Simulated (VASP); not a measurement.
Wanted: the native input for a VASP 6.6.1 run.

```
Task                   : single point
Functional             : r2SCAN
Potentials or basis    : VASP PAW PBE potentials, release 64 (Zn, O)
Cutoff                 : 520 eV
k mesh                 : 12 × 12 × 4
Occupations            : fermi-dirac, width 0.02 eV
Spin                   : no spin polarisation
Dipole correction      : no
Further INCAR settings : ALGO = Normal; EDIFF = 1e-06; NBANDS = 26
```

ZnO:

```
Zn O
1.0
     3.23534    0.00000    0.00000
    -1.61767    2.80189    0.00000
     0.00000    0.00000    5.21095
Zn O
2 2
Direct
  0.33333 0.66667 0.99765
  0.66667 0.33333 0.49765
  0.33333 0.66667 0.37735
  0.66667 0.33333 0.87735
```

The input as run:

POSCAR

```
ZnO
1.0
    3.2353406703      0.0000000001      0.0000000000
   -1.6176703352      2.8018872104      0.0000000000
    0.0000000000      0.0000000000      5.2109522595
Zn O
2 2
Direct
    0.3333333333      0.6666666667     -0.0023477325
    0.6666666667      0.3333333333      0.4976522675
    0.3333333333      0.6666666667      0.3773477325
    0.6666666667      0.3333333333      0.8773477325
```

INCAR.step1

```
SYSTEM = ZnO
  ALGO = Normal
  EDIFF = 1E-4
  ENCUT = 520
  GGA = PE
  ISMEAR = -1
  LASPH = .True.
  LCHARG = .False.
  LREAL = .False.
  LWAVE = .True.
  NBANDS = 26
  NELM = 60
  PREC = Accurate
  SIGMA = 0.02
```

INCAR.step2

```
SYSTEM = ZnO
  ALGO = Normal
  EDIFF = 1E-6
  ENCUT = 520
  ISIF = 2
  ISMEAR = -1
  ISTART = 1
  LASPH = .True.
  LCHARG = .False.
  LMIXTAU = .True.
  LREAL = .False.
  LWAVE = .False.
  METAGGA = R2SCAN
  NBANDS = 26
  NELM = 60
  PREC = Accurate
  SIGMA = 0.02
```

KPOINTS

```
k-points
0
Gamma
  12 12 4
  0 0 0
```

Potentials or basis: VASP PAW PBE potentials, release 64 (Zn, O).

Command:

```bash
$ cat potpaw_PBE.64/Zn/POTCAR potpaw_PBE.64/O/POTCAR > POTCAR
$ cp INCAR.step1 INCAR
$ mpirun -np 1 vasp_std > vasp.out
$ cp INCAR.step2 INCAR
$ mpirun -np 1 vasp_std > vasp.out
```

Results of the run:

```yaml
Pressure: 1.0 GPa
Band_gap_on_the_k_mesh: 1.23 eV, direct
```

Caveat: the PAW data sets were made with another functional, which shifts forces and pressure a little.

Run time: 74 s on 1 thread of Intel(R) Xeon(R) 6975P-C (Granite Rapids), with other jobs on the host, peak memory 0.2 GiB.
